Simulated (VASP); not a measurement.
# GaAs in VASP: notebook

Runs on GaAs. Level: r2SCAN. Tasks: single point.

All numbers are computed with VASP 6.6.1; they aren't measurements. Logs are shortened: lines on timing, memory, paths and dates and some standing lists are left out, and cuts for length are marked.

**1. The cell of the first run**

The cell holds a wire or tube with vacuum around it, 2 atoms: a = 9.000 Å, b = 9.300 Å, c = 4.417 Å, α = 90.00°, β = 90.00°, γ = 90.00°.

**2. Single point, r2SCAN, collinear spin**

File POSCAR:

```
GaAs
1.0
    9.0000000000      0.0000000000      0.0000000000
    0.0000000000      9.3000000000      0.0000000000
    0.0000000000      0.0000000000      4.4165275310
Ga As
1 1
Direct
    0.5000000000      0.5000000000      0.0000000000
    0.5000000000      0.5000000000      0.5000000000
```

File INCAR.step1:

```
SYSTEM = GaAs
PREC = Accurate
ENCUT = 520
ISMEAR = 0
SIGMA = 0.05
LREAL = .FALSE.
LASPH = .TRUE.
NELM = 150
ISPIN = 2
MAGMOM = 0.5 0.5
NBANDS = 20
GGA = PE
ALGO = Normal
EDIFF = 1E-4
LWAVE = .TRUE.
LCHARG = .FALSE.
```

File INCAR.step2:

```
SYSTEM = GaAs
PREC = Accurate
ENCUT = 520
EDIFF = 1E-6
ISMEAR = 0
SIGMA = 0.05
LREAL = .FALSE.
LASPH = .TRUE.
NELM = 150
ALGO = Normal
ISIF = 2
LWAVE = .FALSE.
LCHARG = .TRUE.
ISPIN = 2
MAGMOM = 0.5 0.5
LORBIT = 11
METAGGA = R2SCAN
LMIXTAU = .TRUE.
LELF = .TRUE.
LVHAR = .TRUE.
NBANDS = 20
ISTART = 1
```

File KPOINTS:

```
Automatic mesh
0
G
  1 1 15
  0 0 0
```

Potentials or basis: VASP PAW PBE potentials, release 64 (Ga_d, As).

Started as:

```
cat potpaw_PBE.64/Ga_d/POTCAR potpaw_PBE.64/As/POTCAR > POTCAR
cp INCAR.step1 INCAR
mpirun -np 1 vasp_std > vasp.out
cp INCAR.step2 INCAR
mpirun -np 1 vasp_std > vasp.out
```

OUTCAR:

```text
SYSTEM = GaAs
   PREC = Accurate
   ENCUT = 520
   EDIFF = 1E-6
   ISMEAR = 0
   LREAL = .FALSE.
   LASPH = .TRUE.
   NELM = 150
   ISIF = 2
   ISPIN = 2
   LORBIT = 11
   METAGGA = R2SCAN
   ISTART = 1

 ion  position               nearest neighbor table
   1  0.500  0.500  0.000-   2 2.21   2 2.21
   2  0.500  0.500  0.500-   1 2.21   1 2.21

  LATTYP: Found a simple orthorhombic cell.
 ALAT       =     4.4165275310
 B/A-ratio  =     2.0378000447
 C/A-ratio  =     2.1057267128

  Lattice vectors:

 A1 = (   0.0000000000,   0.0000000000,   4.4165275310)
 A2 = (   9.0000000000,   0.0000000000,   0.0000000000)
 A3 = (   0.0000000000,   9.3000000000,   0.0000000000)

Analysis of symmetry for initial positions (statically):
=====================================================================
 Subroutine PRICEL returns:
 Original cell was already a primitive cell.

 Routine SETGRP: Setting up the symmetry group for a
 simple orthorhombic supercell.

 Subroutine GETGRP returns: Found  8 space group operations
 (whereof  8 operations were pure point group operations)
 out of a pool of  8 trial point group operations.

The static configuration has the point symmetry D_2h.

Analysis of symmetry for dynamics (positions and initial velocities):
=====================================================================
 Subroutine PRICEL returns:
 Original cell was already a primitive cell.

 Routine SETGRP: Setting up the symmetry group for a
 simple orthorhombic supercell.

 Subroutine GETGRP returns: Found  8 space group operations
 (whereof  8 operations were pure point group operations)
 out of a pool of  8 trial point group operations.

The dynamic configuration has the point symmetry D_2h.

Analysis of structural, dynamic, and magnetic symmetry:
=====================================================================
 Subroutine PRICEL returns:
 Original cell was already a primitive cell.

 Routine SETGRP: Setting up the symmetry group for a
 simple orthorhombic supercell.

 Subroutine GETGRP returns: Found  8 space group operations
 (whereof  8 operations were pure point group operations)
 out of a pool of  8 trial point group operations.

The overall configuration has the point symmetry D_2h.

 Subroutine INISYM returns: Found  8 space group operations
 (whereof  8 operations are pure point group operations),
 and found     1 'primitive' translations

----------------------------------------------------------------------------------------

                                     Primitive cell

  volume of cell :     369.6634

  direct lattice vectors                    reciprocal lattice vectors
     9.000000000  0.000000000  0.000000000     0.111111111  0.000000000  0.000000000
     0.000000000  9.300000000  0.000000000     0.000000000  0.107526882  0.000000000
     0.000000000  0.000000000  4.416527531     0.000000000  0.000000000  0.226422227

  length of vectors
     9.000000000  9.300000000  4.416527531     0.111111111  0.107526882  0.226422227

  position of ions in fractional coordinates (direct lattice)
     0.500000000  0.500000000  0.000000000
     0.500000000  0.500000000  0.500000000

  ion indices of the primitive-cell ions
   primitive index   ion index
                 1           1
                 2           2

----------------------------------------------------------------------------------------

 KPOINTS: Automatic mesh

Automatic generation of k-mesh.
 Grid dimensions read from file:
 generate k-points for:    1    1   15

 Generating k-lattice:

  Cartesian coordinates                     Fractional coordinates (reciprocal lattice)
     0.111111111  0.000000000  0.000000000     1.000000000  0.000000000  0.000000000
     0.000000000  0.107526882  0.000000000     0.000000000  1.000000000  0.000000000
     0.000000000  0.000000000  0.015094815     0.000000000  0.000000000  0.066666667

  Length of vectors
     0.111111111  0.107526882  0.015094815

  Shift w.r.t. Gamma in fractional coordinates (k-lattice)
     0.000000000  0.000000000  0.000000000

 Subroutine IBZKPT returns following result:
 ===========================================

 Found      8 irreducible k-points:

 Following reciprocal coordinates:
            Coordinates               Weight
  0.000000  0.000000  0.000000      1.000000
  0.000000  0.000000  0.066667      2.000000
  0.000000  0.000000  0.133333      2.000000
  0.000000  0.000000  0.200000      2.000000
  0.000000  0.000000  0.266667      2.000000
  0.000000  0.000000  0.333333      2.000000
  0.000000  0.000000  0.400000      2.000000
  0.000000  0.000000  0.466667      2.000000
   k-points           NKPTS =      8   k-points in BZ     NKDIM =      8   number of bands    NBANDS=     20
   number of dos      NEDOS =    301   number of ions     NIONS =      2
   total plane-waves  NPLWV = 176400
   dimension x,y,z NGX =    70 NGY =   70 NGZ =   36
   dimension x,y,z NGXF=   140 NGYF=  140 NGZF=   72
   ions per type =               1   1
   NGX,Y,Z   is equivalent  to a cutoff of  12.93, 12.51, 13.55 a.u.
   NGXF,Y,Z  is equivalent  to a cutoff of  25.86, 25.03, 27.10 a.u.
 SYSTEM =  GaAs
   PREC   = accura    normal or accurate (medium, high low for compatibility)
   ISTART =      1    job   : 0-new  1-cont  2-samecut
   ICHARG =      0    charge: 1-file 2-atom 10-const
   ISPIN  =      2    spin polarized calculation?
   LNONCOLLINEAR =      F non collinear calculations
   LSORBIT =      F    spin-orbit coupling
   LASPH  =      T    aspherical Exc in radial PAW
   ENCUT  =  520.0 eV  38.22 Ry    6.18 a.u.  16.73 17.29  8.21*2*pi/ulx,y,z
   NELM   =    150;   NELMIN=  2; NELMDL=  0     # of ELM steps
   EDIFF  = 0.1E-05   stopping-criterion for ELM
   LREAL  =      F    real-space projection
   EDIFFG = 0.1E-04   stopping-criterion for IOM
   NSW    =      0    number of steps for IOM
   IBRION =     -1    ionic relax: 0-MD 1-quasi-New 2-CG
   NFREE  =      0    steps in history (QN), initial steepest desc. (CG)
   ISIF   =      2    stress and relaxation
   ISYM   =      2    0-nonsym 1-usesym 2-fastsym
   POTIM  = 0.5000    time-step for ionic-motion
   TEBEG  =    0.0;   TEEND  =   0.0 temperature during run
   PSTRESS=    0.0 pullay stress
   NELECT =      18.0000    total number of electrons
   NUPDOWN=      -1.0000    fix difference up-down
   EMIN   =  10.00;   EMAX   =-10.00  energy-range for DOS
   EFERMI =   0.00;   METHOD = LEGACY
   ISMEAR =     0;   SIGMA  =   0.05  broadening in eV -4-tet -1-fermi 0-gaus
   EFERMI_NEDOS =   21; number of points for ismear=-14 and -15
   IALGO  =     38    algorithm
   IMIX   =      4    mixing-type and parameters
     AMIX     =   0.40;   BMIX     =  1.00
     AMIX_MAG =   1.60;   BMIX_MAG =  1.00
  volume/ion in A,a.u.               =     184.83      1247.31
  Fermi-wavevector in a.u.,A,eV,Ry     =   0.597810  1.129698  4.862415  0.357377
  Thomas-Fermi vector in A             =   1.648677
   LORBIT       =     11    0 simple, 1 ext, 2 COOP (PROOUT), +10 PAW based schemes
   METAGGA = R2SCAN    functional components
   LHFCALC =     F    Hartree Fock is set to
   AEXX    =    0.0000 exact exchange contribution
   IVDW    =     0    specifies the selected vdW correction
   LEPSILON=     F    determine dielectric tensor
   LRPA    =     F    only Hartree local field effects (RPA)
 spin polarized calculation
 Gauss-broadening in eV      SIGMA  =   0.05
  energy-cutoff  :      520.00
  volume of cell :      369.66
 maximum number of plane-waves:      9981
 NGX is ok and might be reduce to    70
   NGX = 33   NGY = 35   NGZ = 17

 number of electron      17.9999999 magnetization       0.3989972

 Free energy of the ion-electron system (eV)
  ---------------------------------------------------
  ext. energy  EPLUGINS =         0.00000000
  ---------------------------------------------------
  free energy    TOTEN  =       -23.68181006 eV

  energy without entropy =      -23.67805892  energy(sigma->0) =      -23.67993449

 E-fermi :  -4.3471     XC(G=0):  -2.1221

 val. band max:       -4.3496593326   @ k =   0.0000   0.0000   0.4000
 cond. band min:      -4.3444659736   @ k =   0.0000   0.0000   0.4000
 fundamental gap:      0.0051933590
 Fermi energy:        -4.3470626531

 spin component 1

 k-point     1 :       0.0000    0.0000    0.0000
  band No.  band energies     occupation
      1     -20.2911      1.00000
      2     -19.8677      1.00000
      3     -19.8670      1.00000
      4     -19.8140      1.00000
      5     -19.8137      1.00000
      6     -15.4413      1.00000
[... 12 lines left out ...]
     19       4.6640      0.00000
     20       4.7737      0.00000
[... 139 lines left out ...]
 k-point     8 :       0.0000    0.0000    0.4667
  band No.  band energies     occupation
      1     -20.1347      1.00000
      2     -19.8838      1.00000
      3     -19.8830      1.00000
      4     -19.8138      1.00000
      5     -19.8135      1.00000
      6     -15.0916      1.00000
[... 12 lines left out ...]
     19       4.2734      0.00000
     20       4.4067      0.00000
 Fermi energy:        -4.3470626531

 spin component 2

 k-point     1 :       0.0000    0.0000    0.0000
  band No.  band energies     occupation
      1     -20.2748      1.00000
      2     -19.8589      1.00000
      3     -19.8585      1.00000
      4     -19.8177      1.00000
      5     -19.8173      1.00000
      6     -15.1765      1.00000
[... 12 lines left out ...]
     19       4.6559      0.00000
     20       4.7644      0.00000
[... 139 lines left out ...]
 k-point     8 :       0.0000    0.0000    0.4667
  band No.  band energies     occupation
      1     -20.1368      1.00000
      2     -19.8743      1.00000
      3     -19.8739      1.00000
      4     -19.8175      1.00000
      5     -19.8171      1.00000
      6     -14.7088      1.00000
[... 12 lines left out ...]
     19       4.2596      0.00000
     20       4.3880      0.00000

------------------------ aborting loop because EDIFF is reached ----------------------------------------

  FORCE on cell =-STRESS in cart. coord.  units (eV):
  Direction    XX          YY          ZZ          XY          YZ          ZX
  --------------------------------------------------------------------------------------
  -------------------------------------------------------------------------------------
  Total        0.0829616      0.0906102      2.9830445      0.0000000      0.0000000     -0.0000000
  in kB        0.3595683      0.3927183     12.9289697      0.0000000      0.0000000     -0.0000000
  external PRESSURE =       4.5604188 kB  Pullay stress =       0.0000000 kB

 VOLUME and BASIS-vectors are now :
 -----------------------------------------------------------------------------
  energy-cutoff  :      520.00
  volume of cell :      369.66
      direct lattice vectors                 reciprocal lattice vectors
     9.000000000  0.000000000  0.000000000     0.111111111  0.000000000  0.000000000
     0.000000000  9.300000000  0.000000000     0.000000000  0.107526882  0.000000000
     0.000000000  0.000000000  4.416527531     0.000000000  0.000000000  0.226422227

 POSITION                                       TOTAL-FORCE (eV/Angst)
 -----------------------------------------------------------------------------------
      4.50000      4.65000      0.00000         0.000000      0.000000      0.000000
      4.50000      4.65000      2.20826         0.000000      0.000000      0.000000
 -----------------------------------------------------------------------------------
    total drift:                                0.000000      0.000000      0.000000

  FREE ENERGIE OF THE ION-ELECTRON SYSTEM (eV)
  ---------------------------------------------------
  free  energy   TOTEN  =       -23.6818100576 eV

  energy  without entropy=      -23.6780589245  energy(sigma->0) =      -23.67993449

 total charge

# of ion       s       p       d       tot
------------------------------------------
    1        0.982   0.659   9.973  11.613
    2        1.232   1.584   0.022   2.838
--------------------------------------------------
tot          2.214   2.243   9.995  14.452

 magnetization (x)

# of ion       s       p       d       tot
------------------------------------------
    1       -0.006  -0.033   0.014  -0.025
    2        0.008   0.201  -0.001   0.208
--------------------------------------------------
tot          0.002   0.168   0.013   0.183
```

Run time: 11 min. Hardware: 1 thread of Intel Xeon 6975P-C (Granite Rapids), shared host; peak memory 0.7 GiB.

Results:

| Property | Result |
| --- | --- |
| Free energy | -23.6818 eV |
| Net moment | 0.40 μB per cell |
| Site moments | Ga -0.03; As +0.21 μB |
| Valence electrons inside the program's atomic spheres | Ga 11.61; As 2.84 |

Levels at points of the mesh, in eV from the Fermi level:
Spin up:
```csv
k point,band 5,band 6,band 7,band 8,band 9,band 10,band 11,band 12,band 13,band 14
"(0.00, 0.00, 0.00)",-15.47,-11.09,-3.54,-1.51,-1.50,-0.99,4.70,5.78,5.80,6.05
```
Spin down:
| k point | band 6 | band 7 | band 8 | band 9 | band 10 | band 11 | band 12 | band 13 |
| --- | --- | --- | --- | --- | --- | --- | --- | --- |
| (0.00, 0.00, 0.00) | -10.83 | -3.45 | -1.19 | -1.19 | -0.93 | 4.73 | 5.90 | 5.92 |

Caveat: a moment this small can come from the mesh or the smearing; the PAW data sets were made with another functional, which shifts forces and pressure a little.

[end of part 1 of 2]
